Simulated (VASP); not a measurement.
Write the native input for VASP 6.6.1 that does the following.

* Task: single point
* Functional: PBEsol
* Potentials or basis: VASP PAW PBE potentials, release 64 (Ta_pv, Si)
* Cutoff: 520 eV
* k mesh: 9 × 9 × 6
* Occupations: gaussian, width 0.15 eV
* Spin: no spin polarisation
* Dipole correction: no
* Further INCAR settings: ALGO = Normal; EDIFF = 1e-06; NBANDS = 38

The structure of TaSi2 lies in POSCAR:

```
TaSi2
1.0
    4.7613605622      0.0000000000      0.0000000000
   -2.3806802811      4.1234592035      0.0000000000
    0.0000000000      0.0000000000      6.5581204410
Ta Si
3 6
Direct
    0.5000000000      0.0000000000     -0.0652626014
    0.5000000000      0.5000000000      0.6666666667
    0.0000000000      0.5000000000      0.3333333333
    0.1592624125      0.3185248251      0.0000000000
    0.8407375875      0.1592624125      0.6666666667
    0.6814751749      0.8407375875      0.3333333333
    0.8407375875      0.6814751749      0.0000000000
    0.1592624125      0.8407375875      0.6666666667
    0.3185248251      0.1592624125      0.3333333333
```

This cell differs from its parent crystal: atom 1 (Ta) moved by +0.000 Å along [1 0 0] and -0.428 Å along [0 0 1].

The input as run:

INCAR

```
PREC     = Accurate       # precision mode
ENCUT    = 520            # plane-wave cutoff, eV
EDIFF    = 1E-6           # SCF threshold, eV
ISMEAR   = 0              # smearing method
SIGMA    = 0.15           # smearing width, eV
LREAL    = F              # projectors in reciprocal space
LASPH    = T              # aspherical terms in the spheres
NELM     = 60             # most SCF steps
ALGO     = Normal         # electronic algorithm
ISIF     = 2              # what is computed and relaxed
LWAVE    = F              # write WAVECAR
LCHARG   = T              # write CHGCAR
GGA      = PS             # functional
LELF     = T              # ELF
LVHAR    = T            
NBANDS   = 38             # bands
```

KPOINTS

```
Automatic mesh
0
Gamma
  9 9 6
```

Potentials or basis: VASP PAW PBE potentials, release 64 (Ta_pv, Si).

Launch:

```console
$ cat potpaw_PBE.64/Ta_pv/POTCAR potpaw_PBE.64/Si/POTCAR > POTCAR
$ mpirun -np 1 vasp_std > vasp.out
```

It gave:

```yaml
Pressure: 7.0 GPa
Largest_force: 9.724 eV/Å
Band_gap_on_the_k_mesh: zero (an odd number of electrons rules out a gap without spin polarisation)
```

Caveat: the cell differs from its parent crystal (atom 1 (Ta) moved by +0.000 Å along [1 0 0] and -0.428 Å along [0 0 1]); the stress differs along the axes, from 2 to 14 GPa; the PAW data sets were made with another functional, which shifts forces and pressure a little; spin-orbit coupling is left out, which moves the levels of the heavy elements; an odd number of electrons without spin polarisation forces a metal; a magnetic or distorted state may lie lower.

It took 8.7 min on 1 thread of AMD EPYC 9R45 96-Core Processor (Zen 5) (shared host), peak memory 0.65 GiB.
